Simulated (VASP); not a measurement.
# TiO2: single point with PBE

The system is TiO2, a wire with vacuum.

```
CELL_PARAMETERS angstrom
16.50000 0.00000 0.00000
0.00000 11.20000 0.00000
0.00000 0.00000 5.17797
ATOMIC_POSITIONS crystal
Ti 0.63589 0.50000 0.33333
Ti 0.72648 0.50000 0.83333
Ti 0.45470 0.50000 0.33333
Ti 0.54530 0.50000 0.83333
Ti 0.27352 0.50000 0.33333
Ti 0.36411 0.50000 0.83333
O 0.72648 0.58614 0.16667
O 0.54530 0.58614 0.16667
O 0.63589 0.58614 0.66667
O 0.36411 0.58614 0.16667
O 0.45470 0.58614 0.66667
O 0.27352 0.58614 0.66667
O 0.63589 0.41386 0.00000
O 0.72648 0.41386 0.50000
O 0.45470 0.41386 0.00000
O 0.54530 0.41386 0.50000
O 0.27352 0.41386 0.00000
O 0.36411 0.41386 0.50000
```

```json
{
 "Program": "VASP 6.6.1",
 "Task": "single point",
 "Functional": "PBE",
 "Potentials or basis": "VASP PAW PBE potentials, release 64 (Ti_sv, O)",
 "Cutoff": "520 eV",
 "k mesh": "1 × 1 × 7",
 "Occupations": "gaussian, width 0.05 eV",
 "Spin": "no spin polarisation",
 "Dipole correction": "no",
 "Further INCAR settings": "LREAL = Auto; ALGO = Normal; EDIFF = 1e-06; NBANDS = 87"
}
```

```
Largest force          : 3.915 eV/Å
Band gap on the k mesh : 1.62 eV
```

Forces on the atoms (eV/Å):
```
Ti   3.166  0.000  0.000
Ti  -3.915  0.000  0.000
Ti   0.586  0.000  0.000
Ti  -0.586  0.000  0.000
Ti   3.915  0.000  0.000
Ti  -3.166  0.000  0.000
O   -0.208 -1.208 -2.356
O   -0.370  0.106 -0.122
O    1.098  0.114  0.938
O   -1.098  0.114  0.938
O    0.370  0.106 -0.122
O    0.208 -1.208 -2.356
O    1.098 -0.114 -0.938
O   -0.208  1.208  2.356
O    0.370 -0.106  0.122
O   -0.370 -0.106  0.122
O    0.208  1.208  2.356
O   -1.098 -0.114 -0.938
```

Levels at points of the mesh, in eV from the valence-band top:
```
           k point  band 70  band 71  band 72  band 73  band 74  band 75
(0.00, 0.00, 0.00)    -0.74    -0.06     0.00     1.62     1.63     2.05
```

Wall time 20 min on 1 thread of Oxide Virtual Turin-like Processor, with other jobs on the host, peak memory 0.85 GiB.
